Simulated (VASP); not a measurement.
Crystal: I.

```
I
1.0
     3.63503   -2.39502    0.00000
     3.63503    2.39502    0.00000
     0.00000    0.00000    9.79344
I
4
Direct
  0.64930 0.35070 0.38440
  0.14930 0.85070 0.11560
  0.35070 0.64930 0.61560
  0.85070 0.14930 0.88440
```

Base run:

```yaml
Program: VASP 6.6.1
Functional: PBE0
Potentials_or_basis: VASP PAW PBE potentials, release 64 (I)
Cutoff: 520 eV
k_mesh: 6 × 6 × 2
Occupations: gaussian, width 0.02 eV
Spin: no spin polarisation
```

Its results: band gap on the k mesh 2.86 eV (least direct gap 3.08 eV); pressure 0.7 GPa; largest force 0.226 eV/Å.

Problem. The run is repeated on the same cell with these changes: functional from PBE0 to HSE03. What comes out?

Solution. Band gap on the k mesh 1.95 eV (least direct gap 2.13 eV); pressure 0.9 GPa; largest force 0.336 eV/Å.

Caveats: this functional lacks dispersion, which holds the molecules together, so the pressure and a relaxed volume are unreliable; the PAW data sets were made with another functional, which shifts forces and pressure a little; spin-orbit coupling is left out, which moves the levels of the heavy elements.
